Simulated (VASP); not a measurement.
# BP: relaxation of cell and atoms with LDA

The system is BP.

```xyz
2
Lattice="2.2454 2.2454 0.0000 -2.2454 2.2454 0.0000 0.0000 2.2454 2.2454" Properties=species:S:1:pos:R:3 pbc="T T T"
B     0.0000    0.0000    0.0000
P     1.1227    3.3681    1.1227
```

```json
{
 "Program": "VASP 6.6.1",
 "Task": "relaxation of cell and atoms",
 "Functional": "LDA",
 "Potentials or basis": "VASP PAW LDA potentials, release 64 (B, P)",
 "Cutoff": "600 eV",
 "k mesh": "8 × 8 × 8",
 "Occupations": "gaussian, width 0.01 eV",
 "Spin": "no spin polarisation",
 "Target pressure": "4 GPa",
 "Dipole correction": "no",
 "Further INCAR settings": "ALGO = Normal; EDIFF = 1e-07; IBRION = 2; EDIFFG = -0.002; NSW = 100; ISIF = 3"
}
```

The relaxed volume is 11.07 Å³/atom. The relaxed cell is a = 3.152 Å, b = 3.152 Å, c = 3.152 Å, α = 60.00°, β = 60.00°, γ = 90.00° and the space group after relaxing (to 0.05 Å) is F-43m (No. 216). The energy change on relaxing (the enthalpy is what falls) is +3.0 meV/atom. The ionic steps are 3. The pressure after relaxing is 4.0 GPa and the band gap on the k mesh is 1.16 eV, indirect (least direct gap 3.47 eV).

The path:
| step | energy change (eV) | largest force (eV/Å) | pressure (GPa) | volume (Å³) |
| --- | --- | --- | --- | --- |
| 1 | 0.0000 | 0.0000 | -0.12 | 22.64 |
| 2 | 0.0222 | 0.0000 | 7.93 | 21.70 |
| 3 | 0.0060 | 0.0000 | 3.99 | 22.14 |

Final structure:
```cif
data_structure
_symmetry_space_group_name_H-M 'P 1'
_symmetry_Int_Tables_number 1
_cell_length_a 3.1517
_cell_length_b 3.1517
_cell_length_c 3.1517
_cell_angle_alpha 60.000
_cell_angle_beta 60.000
_cell_angle_gamma 90.000
_cell_volume 22.14
loop_
_atom_site_label
_atom_site_type_symbol
_atom_site_fract_x
_atom_site_fract_y
_atom_site_fract_z
_atom_site_occupancy
B1 B 0.00000 0.00000 0.00000 1
P1 P 0.75000 0.25000 0.50000 1
```

Levels at points of the mesh, in eV from the valence-band top:
| k point | band 1 | band 2 | band 3 | band 4 | band 5 | band 6 | band 7 | band 8 |
| --- | --- | --- | --- | --- | --- | --- | --- | --- |
| (0.00, 0.00, 0.00) | -15.87 | 0.00 | 0.00 | 0.00 | 3.47 | 3.47 | 3.47 | 8.20 |
| (0.50, 0.00, 0.00) | -12.33 | -9.40 | -1.81 | -1.81 | 4.11 | 4.72 | 4.72 | 10.12 |
| (0.50, 0.50, 0.00) | -10.76 | -8.76 | -4.30 | -4.30 | 1.20 | 1.51 | 12.51 | 12.51 |

Wall time 8.3 s on 1 thread of Intel(R) Xeon(R) 6975P-C (Granite Rapids), on a shared host, peak memory 0.13 GiB.

Caveat: the cell is relaxed towards a set pressure, so the enthalpy falls and the energy may rise. Expect the measured gap to be larger: semilocal functionals such as LDA lack the derivative discontinuity.
